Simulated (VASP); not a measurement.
The system is SnO2.

```
Sn O
1.0
     0.00000    2.52160    2.52160
     2.52160    0.00000    2.52160
     2.52160    2.52160    0.00000
Sn O
1 2
Direct
  0.00000 0.00000 0.00000
  0.75000 0.75000 0.75000
  0.25000 0.25000 0.25000
```

Base run:

| Property | Result |
| --- | --- |
| Program | VASP 6.6.1 |
| Functional | r2SCAN |
| Potentials or basis | VASP PAW PBE potentials, release 64 (Sn_d, O) |
| Cutoff | 520 eV |
| k mesh | 9 × 9 × 9 |
| Occupations | fermi-dirac, width 0.05 eV |
| Spin | no spin polarisation |

Its results: band gap on the k mesh 1.10 eV, indirect (least direct gap 2.48 eV); pressure 4.8 GPa.

Q: After a change of settings the same cell gave: band gap on the k mesh 0.43 eV, indirect (least direct gap 1.79 eV); pressure 6.0 GPa. Which change was it?
A. functional from r2SCAN to PBE
B. functional from r2SCAN to LDA; potentials or basis from VASP PAW PBE potentials, release 64 (Sn_d, O) to VASP PAW LDA potentials, release 64 (Sn_d, O)
C. functional from r2SCAN to PBE; further incar settings from ALGO = Normal; EDIFF = 1e-06; NBANDS = 20 to ALGO = Normal; EDIFF = 1e-07; NBANDS = 20
D. functional from r2SCAN to PBEsol

A: D.

r2SCAN gives the wider gap, since meta-GGAs in the generalised Kohn-Sham scheme recover part of the derivative discontinuity.

Caveats: the PAW data sets were made with another functional, which shifts forces and pressure a little; spin-orbit coupling is left out, which moves the levels of the heavy elements.
